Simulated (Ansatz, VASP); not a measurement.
# Ta in VASP and in Ansatz

File INCAR:

```
SYSTEM = Ta
  PREC = Accurate
  ENCUT = 600
  EDIFF = 1E-6
  ISMEAR = -1
  SIGMA = 0.15
  LREAL = .FALSE.
  LASPH = .TRUE.
  NELM = 60
  ALGO = Normal
  ISIF = 3
  LWAVE = .FALSE.
  LCHARG = .FALSE.
  IBRION = 2
  NSW = 80
  EDIFFG = -0.001
```

File KPOINTS:

```
regular mesh
0
G
  18 18 18
  0 0 0
```

Contents of POSCAR:

```
Ta
1.0
   -1.6263448625      1.6263448625      1.6263448625
    1.6263448625     -1.6263448625      1.6263448625
    1.6263448625      1.6263448625     -1.6263448625
Ta
1
Direct
    0.0000000000      0.0000000000      0.0000000000
```

Input for Ansatz:

```yaml
crystal:
  lattice:
    - [-1.6263448625, 1.6263448625, 1.6263448625]
    - [1.6263448625, -1.6263448625, 1.6263448625]
    - [1.6263448625, 1.6263448625, -1.6263448625]
  atoms:
    - { symbol: Ta, position: [0.0, 0.0, 0.0] }
basis:
  ecutwfc: 420
kpoints:
  mp_grid: { grid: [18, 18, 18] }
hamiltonian:
  xc: lda
  pseudopotentials: { kind: paw, azcp: { folder: soft_1 } }
scf:
  occupations: { method: fermi_dirac, width: 0.15 }
output:
  forces: true
  stress: true
  eigenvalues: true
relax:
  adjacent_minimum: "off"
  f_tol: 0.001
  max_steps: 60
  cell: { stress_tol: 0.01 }
```

Alike in both runs: task relaxation of cell and atoms; functional LDA; k mesh 18 × 18 × 18; occupations fermi-dirac, width 0.15 eV; no spin polarisation.

|  | VASP | Ansatz |
| --- | --- | --- |
| version | VASP 6.6.1 | Ansatz 0.2.0 |
| potentials or method | VASP PAW LDA potentials, release 64 (Ta_pv), cutoff 600 eV | scalar-relativistic, plane waves, PAW |
| valence electrons in the cell | 11 | 13 |

```tsv
	VASP	Ansatz	Ansatz less VASP
gap on the k mesh at the Fermi level, each at its own relaxed structure (eV)	none	none	-
relaxed volume (Å³/atom)	17.31	17.24	-0.071
relaxed length of the cell vector where the two differ most in proportion (Å)	2.823	2.819	-0.0038
```

Ansatz warns that its potentials were made for another functional, while VASP's fit it. LDA's correlation is that of Perdew and Zunger in VASP and of Perdew and Wang (1992) in Ansatz. A gap of «none» marks a metal or a gap that the smearing closes. VASP's potentials hold 11 valence electrons a cell and Ansatz's 13, so a difference there can come from the potentials and not from the codes.

Spin-orbit coupling is off throughout.
